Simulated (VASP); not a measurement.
# AlIn2Sb2As (P6/mmm) in VASP: single point with PBE

Aim: the single point of AlIn2Sb2As with PBE.

Everything below comes from runs of VASP 6.6.1. Logs are shortened: lines on timing, memory, paths and dates and some standing lists are left out, and cuts for length are marked.

## (1) The cell of the first run

The structure is hexagonal, space group P6/mmm (No. 191). Conventional cell: a = 5.272 Å, b = 5.272 Å, c = 10.583 Å, α = 90.00°, β = 90.00°, γ = 120.00°. Al (site symmetry 6/mmm) has 2 In at 2.75 Å and 6 Sb at 3.04 Å within 3.6 Å. Within 3.4 Å of In (site symmetry 6mm) lie 1 As at 2.54 Å and 1 Al at 2.75 Å. Sb (site symmetry -6m2) has 3 Sb at 3.04 Å and 3 Al at 3.04 Å and 6 In at 4.10 Å within 4.2 Å. As (site symmetry 6/mmm) has 2 In at 2.54 Å within 3.4 Å.

## (2) Single point, PBE

The input, INCAR:

```
SYSTEM = AlIn2Sb2As
PREC     = Accurate       ! precision mode
ENCUT    = 500            ! plane-wave cutoff, eV
EDIFF    = 1E-6           ! SCF threshold, eV
ISMEAR   = 0              ! smearing method
SIGMA    = 0.1            ! smearing width, eV
LREAL    = .False.        ! projectors in reciprocal space
LASPH    = .True.         ! aspherical terms in the spheres
NELM     = 120            ! most SCF steps
ALGO     = Normal         ! electronic algorithm
ISIF     = 2              ! what is computed and relaxed
LWAVE    = .False.        ! write WAVECAR
LCHARG   = .False.        ! write CHGCAR
GGA      = PE             ! functional
NBANDS   = 31             ! bands
GGA_COMPAT= .False.
```

The input, KPOINTS:

```
Automatic mesh
0
Gamma
  12 12 4
  0 0 0
```

The input, POSCAR:

```
AlIn2Sb2As
1.0
    5.2715449105      0.0000000000      0.0000000000
   -2.6357724553      4.5652918097      0.0000000000
    0.0000000000      0.0000000000     10.5832795605
Al In Sb As
1 2 2 1
Direct
    0.0000000000      0.0000000000      0.5000000000
    0.0000000000      0.0000000000      0.7599882808
    0.0000000000      0.0000000000      0.2400117192
    0.3333333333      0.6666666667      0.5000000000
    0.6666666667      0.3333333333      0.5000000000
    0.0000000000      0.0000000000      0.0000000000
```

Potentials or basis: VASP PAW PBE potentials, release 64 (Al, In_d, Sb, As).

Run with:

```console
$ cat potpaw_PBE.64/Al/POTCAR potpaw_PBE.64/In_d/POTCAR potpaw_PBE.64/Sb/POTCAR potpaw_PBE.64/As/POTCAR > POTCAR
$ mpirun -np 1 vasp_std > vasp.out
```

OUTCAR:

```text
SYSTEM = AlIn2Sb2As
   PREC = Accurate
   ENCUT = 500
   EDIFF = 1E-6
   ISMEAR = 0
   LREAL = .False.
   LASPH = .True.
   NELM = 120
   ISIF = 2
   GGA = PE

 ion  position               nearest neighbor table
   1  0.000  0.000  0.500-   2 2.75   3 2.75   4 3.04   5 3.04   5 3.04   4 3.04   5 3.04   4 3.04

   2  0.000  0.000  0.760-   6 2.54   1 2.75
   3  0.000  0.000  0.240-   6 2.54   1 2.75
   4  0.333  0.667  0.500-   5 3.04   5 3.04   1 3.04   1 3.04   1 3.04   5 3.04
   5  0.667  0.333  0.500-   4 3.04   4 3.04   1 3.04   1 3.04   1 3.04   4 3.04
   6  0.000  0.000  0.000-   2 2.54   3 2.54

  LATTYP: Found a hexagonal cell.
 ALAT       =     5.2715449105
 C/A-ratio  =     2.0076239016

  Lattice vectors:

 A1 = (   5.2715449105,   0.0000000000,   0.0000000000)
 A2 = (  -2.6357724553,   4.5652918097,   0.0000000000)
 A3 = (   0.0000000000,   0.0000000000,  10.5832795605)

Analysis of symmetry for initial positions (statically):
=====================================================================
 Subroutine PRICEL returns:
 Original cell was already a primitive cell.

 Routine SETGRP: Setting up the symmetry group for a
 hexagonal supercell.

 Subroutine GETGRP returns: Found 24 space group operations
 (whereof 24 operations were pure point group operations)
 out of a pool of 24 trial point group operations.

The static configuration has the point symmetry D_6h.

Analysis of symmetry for dynamics (positions and initial velocities):
=====================================================================
 Subroutine PRICEL returns:
 Original cell was already a primitive cell.

 Routine SETGRP: Setting up the symmetry group for a
 hexagonal supercell.

 Subroutine GETGRP returns: Found 24 space group operations
 (whereof 24 operations were pure point group operations)
 out of a pool of 24 trial point group operations.

The dynamic configuration has the point symmetry D_6h.

 Subroutine INISYM returns: Found 24 space group operations
 (whereof 24 operations are pure point group operations),
 and found     1 'primitive' translations

----------------------------------------------------------------------------------------

                                     Primitive cell

  volume of cell :     254.6987

  direct lattice vectors                    reciprocal lattice vectors
     5.271544911  0.000000000  0.000000000     0.189697710  0.109522024  0.000000000
    -2.635772455  4.565291810  0.000000000     0.000000000  0.219044048  0.000000000
     0.000000000  0.000000000 10.583279560     0.000000000  0.000000000  0.094488669

  length of vectors
     5.271544911  5.271544911 10.583279560     0.219044048  0.219044048  0.094488669

  position of ions in fractional coordinates (direct lattice)
     0.000000000  0.000000000  0.500000000
     0.000000000  0.000000000  0.759988281
     0.000000000  0.000000000  0.240011719
     0.333333333  0.666666667  0.500000000
     0.666666667  0.333333333  0.500000000
     0.000000000  0.000000000  0.000000000

  ion indices of the primitive-cell ions
   primitive index   ion index
                 1           1
                 2           2
                 3           3
                 4           4
                 5           5
                 6           6

----------------------------------------------------------------------------------------

 KPOINTS: Automatic mesh

Automatic generation of k-mesh.
 Grid dimensions read from file:
 generate k-points for:   12   12    4

 Generating k-lattice:

  Cartesian coordinates                     Fractional coordinates (reciprocal lattice)
     0.015808143  0.009126835  0.000000000     0.083333333  0.000000000  0.000000000
     0.000000000  0.018253671  0.000000000     0.000000000  0.083333333  0.000000000
     0.000000000  0.000000000  0.023622167     0.000000000  0.000000000  0.250000000

  Length of vectors
     0.018253671  0.018253671  0.023622167

  Shift w.r.t. Gamma in fractional coordinates (k-lattice)
     0.000000000  0.000000000  0.000000000

 Subroutine IBZKPT returns following result:
 ===========================================

 Found     57 irreducible k-points:

 Following reciprocal coordinates:
            Coordinates               Weight
  0.000000  0.000000  0.000000      1.000000
  0.083333 -0.000000  0.000000      6.000000
  0.166667  0.000000  0.000000      6.000000
  0.250000  0.000000  0.000000      6.000000
  0.333333  0.000000  0.000000      6.000000
  0.416667  0.000000  0.000000      6.000000
[... 16 lines left out ...]
  0.250000  0.000000  0.250000     12.000000
  0.333333  0.000000  0.250000     12.000000
 [... further k-points ...]
   k-points           NKPTS =     57   k-points in BZ     NKDIM =     57   number of bands    NBANDS=     31
   number of dos      NEDOS =    301   number of ions     NIONS =      6
   total plane-waves  NPLWV = 128000
   dimension x,y,z NGX =    40 NGY =   40 NGZ =   80
   dimension x,y,z NGXF=    80 NGYF=   80 NGZF=  160
   ions per type =               1   2   2   1
   NGX,Y,Z   is equivalent  to a cutoff of  12.61, 12.61, 12.57 a.u.
   NGXF,Y,Z  is equivalent  to a cutoff of  25.23, 25.23, 25.13 a.u.
 SYSTEM =  AlIn2Sb2As
   PREC   = accura    normal or accurate (medium, high low for compatibility)
   ISTART =      0    job   : 0-new  1-cont  2-samecut
   ICHARG =      2    charge: 1-file 2-atom 10-const
   ISPIN  =      1    spin polarized calculation?
   LNONCOLLINEAR =      F non collinear calculations
   LSORBIT =      F    spin-orbit coupling
   LASPH  =      T    aspherical Exc in radial PAW
   ENCUT  =  500.0 eV  36.75 Ry    6.06 a.u.   9.61  9.61 19.30*2*pi/ulx,y,z
   NELM   =    120;   NELMIN=  2; NELMDL= -5     # of ELM steps
   EDIFF  = 0.1E-05   stopping-criterion for ELM
   LREAL  =      F    real-space projection
   EDIFFG = 0.1E-04   stopping-criterion for IOM
   NSW    =      0    number of steps for IOM
   IBRION =     -1    ionic relax: 0-MD 1-quasi-New 2-CG
   NFREE  =      0    steps in history (QN), initial steepest desc. (CG)
   ISIF   =      2    stress and relaxation
   ISYM   =      2    0-nonsym 1-usesym 2-fastsym
   POTIM  = 0.5000    time-step for ionic-motion
   TEBEG  =    0.0;   TEEND  =   0.0 temperature during run
   PSTRESS=    0.0 pullay stress
   NELECT =      44.0000    total number of electrons
   NUPDOWN=      -1.0000    fix difference up-down
   EMIN   =  10.00;   EMAX   =-10.00  energy-range for DOS
   EFERMI =   0.00;   METHOD = LEGACY
   ISMEAR =     0;   SIGMA  =   0.10  broadening in eV -4-tet -1-fermi 0-gaus
   EFERMI_NEDOS =   21; number of points for ismear=-14 and -15
   IALGO  =     38    algorithm
   IMIX   =      4    mixing-type and parameters
     AMIX     =   0.40;   BMIX     =  1.00
     AMIX_MAG =   1.60;   BMIX_MAG =  1.00
  volume/ion in A,a.u.               =      42.45       286.47
  Fermi-wavevector in a.u.,A,eV,Ry     =   0.911766  1.722988 11.310762  0.831318
  Thomas-Fermi vector in A             =   2.036084
   LORBIT       =      0    0 simple, 1 ext, 2 COOP (PROOUT), +10 PAW based schemes
   GGA     = PE    functional components
   LHFCALC =     F    Hartree Fock is set to
   AEXX    =    0.0000 exact exchange contribution
   IVDW    =     0    specifies the selected vdW correction
   LEPSILON=     F    determine dielectric tensor
   LRPA    =     F    only Hartree local field effects (RPA)
 non-spin polarized calculation
 Gauss-broadening in eV      SIGMA  =   0.10
  energy-cutoff  :      500.00
  volume of cell :      254.70
 maximum number of plane-waves:      6513
 NGX is ok and might be reduce to    40
   NGX = 19   NGY = 19   NGZ = 39

 number of electron      43.9999985 magnetization

 Free energy of the ion-electron system (eV)
  ---------------------------------------------------
  ext. energy  EPLUGINS =         0.00000000
  ---------------------------------------------------
  free energy    TOTEN  =       -18.21217594 eV

  energy without entropy =      -18.17285141  energy(sigma->0) =      -18.19251368

 E-fermi :   2.0891     XC(G=0):  -7.2982

 val. band max:        2.0856124010   @ k =   0.5000   0.0000   0.5000
 cond. band min:       2.0910837199   @ k =   0.3333   0.2500   0.5000
 fundamental gap:      0.0054713189
 Fermi energy:         2.0891345691

 k-point     1 :       0.0000    0.0000    0.0000
  band No.  band energies     occupation
      1     -12.5060      2.00000
      2     -12.4379      2.00000
      3     -12.3639      2.00000
      4     -12.3639      2.00000
      5     -12.3637      2.00000
      6     -12.3637      2.00000
[... 23 lines left out ...]
     30       6.3910      0.00000
     31       6.3910      0.00000

 k-point     2 :       0.0833   -0.0000    0.0000
  band No.  band energies     occupation
      1     -12.5059      2.00000
      2     -12.4378      2.00000
      3     -12.3639      2.00000
      4     -12.3637      2.00000
      5     -12.3637      2.00000
      6     -12.3635      2.00000
[... 23 lines left out ...]
     30       6.3436      0.00000
     31       6.5388      0.00000

 k-point     3 :       0.1667    0.0000    0.0000
  band No.  band energies     occupation
      1     -12.5054      2.00000
      2     -12.4376      2.00000
      3     -12.3640      2.00000
      4     -12.3637      2.00000
      5     -12.3632      2.00000
      6     -12.3630      2.00000
[... 23 lines left out ...]
     30       6.4299      0.00000
     31       6.7597      0.00000

 k-point     4 :       0.2500    0.0000    0.0000
  band No.  band energies     occupation
      1     -12.5048      2.00000
      2     -12.4373      2.00000
      3     -12.3640      2.00000
      4     -12.3638      2.00000
      5     -12.3624      2.00000
      6     -12.3622      2.00000
[... 23 lines left out ...]
     30       6.6920      0.00000
     31       6.8086      0.00000

 k-point     5 :       0.3333    0.0000    0.0000
  band No.  band energies     occupation
      1     -12.5043      2.00000
      2     -12.4370      2.00000
      3     -12.3641      2.00000
      4     -12.3638      2.00000
      5     -12.3616      2.00000
      6     -12.3615      2.00000
[... 23 lines left out ...]
     30       6.3881      0.00000
     31       6.7874      0.00000
[... 542 lines left out ...]
     30       5.9264      0.00000
     31       6.6009      0.00000

 k-point    22 :       0.1667    0.0000    0.2500
  band No.  band energies     occupation
      1     -12.5015      2.00000
      2     -12.4416      2.00000
      3     -12.3640      2.00000
      4     -12.3638      2.00000
      5     -12.3631      2.00000
      6     -12.3630      2.00000
[... 23 lines left out ...]
     30       5.7995      0.00000
     31       6.8982      0.00000

 k-point    23 :       0.2500    0.0000    0.2500
  band No.  band energies     occupation
      1     -12.5010      2.00000
      2     -12.4412      2.00000
      3     -12.3640      2.00000
      4     -12.3638      2.00000
      5     -12.3624      2.00000
      6     -12.3622      2.00000
[... 23 lines left out ...]
     30       5.6468      0.00000
     31       7.1793      0.00000

 k-point    24 :       0.3333    0.0000    0.2500
  band No.  band energies     occupation
      1     -12.5006      2.00000
      2     -12.4408      2.00000
      3     -12.3641      2.00000
      4     -12.3638      2.00000
      5     -12.3616      2.00000
      6     -12.3615      2.00000
[... 23 lines left out ...]
     30       5.6370      0.00000
     31       6.7114      0.00000

 [... further k-points ...]

------------------------ aborting loop because EDIFF is reached ----------------------------------------

  FORCE on cell =-STRESS in cart. coord.  units (eV):
  Direction    XX          YY          ZZ          XY          YZ          ZX
  --------------------------------------------------------------------------------------
  -------------------------------------------------------------------------------------
  Total        0.0036659      0.0036659     -0.0253435     -0.0000000     -0.0000000      0.0000000
  in kB        0.0230604      0.0230604     -0.1594231     -0.0000000     -0.0000000      0.0000000
  external PRESSURE =      -0.0377674 kB  Pullay stress =       0.0000000 kB

 VOLUME and BASIS-vectors are now :
 -----------------------------------------------------------------------------
  energy-cutoff  :      500.00
  volume of cell :      254.70
      direct lattice vectors                 reciprocal lattice vectors
     5.271544911  0.000000000  0.000000000     0.189697710  0.109522024  0.000000000
    -2.635772455  4.565291810  0.000000000     0.000000000  0.219044048  0.000000000
     0.000000000  0.000000000 10.583279560     0.000000000  0.000000000  0.094488669

 POSITION                                       TOTAL-FORCE (eV/Angst)
 -----------------------------------------------------------------------------------
      0.00000      0.00000      5.29164        -0.000000      0.000000     -0.000000
      0.00000      0.00000      8.04317        -0.000000      0.000000     -0.018256
      0.00000      0.00000      2.54011         0.000000     -0.000000      0.018256
     -0.00000      3.04353      5.29164         0.000000      0.000000     -0.000000
      2.63577      1.52176      5.29164        -0.000000     -0.000000     -0.000000
      0.00000      0.00000      0.00000        -0.000000      0.000000     -0.000000
 -----------------------------------------------------------------------------------
    total drift:                                0.000000     -0.000000     -0.000000

  FREE ENERGIE OF THE ION-ELECTRON SYSTEM (eV)
  ---------------------------------------------------
  free  energy   TOTEN  =       -18.2121759360 eV

  energy  without entropy=      -18.1728514145  energy(sigma->0) =      -18.19251368
```

Wall time 11 min (1 thread of Oxide Virtual Turin-like, shared host); peak memory 0.61 GiB.

What came out:

* Free energy: -18.2122 eV
* Pressure: 0.0 GPa
* Largest force: 0.018 eV/Å
* Band gap on the k mesh: zero (bands 22 and 23 overlap by 0.78 eV)

Forces on the atoms (eV/Å):
```
Al   0.000  0.000  0.000
In   0.000  0.000 -0.018
In   0.000  0.000  0.018
Sb   0.000  0.000  0.000
Sb   0.000  0.000  0.000
As   0.000  0.000  0.000
```

Caveat: semilocal functionals underestimate gaps, and a narrow one can read as zero; spin-orbit coupling is left out, which moves the levels of the heavy elements.
